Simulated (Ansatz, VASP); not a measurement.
## Two plane-wave programs on HgTe

Contents of INCAR:

```
SYSTEM = HgTe
PREC     = Accurate       ! precision mode
ENCUT    = 520            ! plane-wave cutoff, eV
EDIFF    = 1E-6           ! SCF threshold, eV
ISMEAR   = -1             ! smearing method
SIGMA    = 0.1            ! smearing width, eV
LREAL    = .False.        ! projectors in reciprocal space
LASPH    = .True.         ! aspherical terms in the spheres
NELM     = 80             ! most SCF steps
ALGO     = Normal         ! electronic algorithm
ISIF     = 2              ! what is computed and relaxed
LWAVE    = .False.        ! write WAVECAR
LCHARG   = .False.        ! write CHGCAR
GGA      = PS             ! functional
NBANDS   = 16             ! bands
```

Contents of KPOINTS:

```
regular mesh
0
Gamma
  11 11 11
  0 0 0
```

The input POSCAR:

```
HgTe
1.0
    0.0000000000      2.7873608707      2.7873608707
    2.7873608707      0.0000000000      2.7873608707
    2.7873608707      2.7873608707      0.0000000000
Hg Te
1 1
Direct
    0.0000000000      0.0000000000      0.0000000000
    0.5000000000      0.5000000000      0.5000000000
```

Input for Ansatz:

```yaml
crystal:
  lattice:
    - [0.0, 2.7873608707, 2.7873608707]
    - [2.7873608707, 0.0, 2.7873608707]
    - [2.7873608707, 2.7873608707, 0.0]
  atoms:
    - { symbol: Hg, position: [0.0, 0.0, 0.0] }
    - { symbol: Te, position: [0.5, 0.5, 0.5] }
kpoints:
  mp_grid: { grid: [11, 11, 11] }
scf:
  occupations: { method: fermi_dirac, width: 0.1 }
hamiltonian:
  xc: pbesol
  pseudopotentials: { kind: paw }
output:
  forces: true
  stress: true
  eigenvalues: true
  populations: true
```

Change from the starting cell: volume scaled by 0.8, PAW files.

Alike in both runs: task single point; functional PBEsol; k mesh 11 × 11 × 11; occupations fermi-dirac, width 0.1 eV; no spin polarisation.

```csv
,VASP,Ansatz
version,VASP 6.6.1,Ansatz 0.2.0
potentials or method,"VASP PAW PBE potentials, release 64 (Hg, Te)","PAW with Ansatz's default frozen-core files, scalar-relativistic"
plane-wave cutoff (eV),520,420
valence electrons in the cell,18,36
```

|  | VASP | Ansatz | Ansatz less VASP |
| --- | --- | --- | --- |
| pressure (GPa) | 24.4 | 23.8 | -0.68 |

VASP's potentials were made for PBE, not for PBEsol. VASP's potentials hold 18 valence electrons a cell and Ansatz's 36, so a difference there can come from the potentials and not from the codes.

Spin-orbit coupling is off throughout.
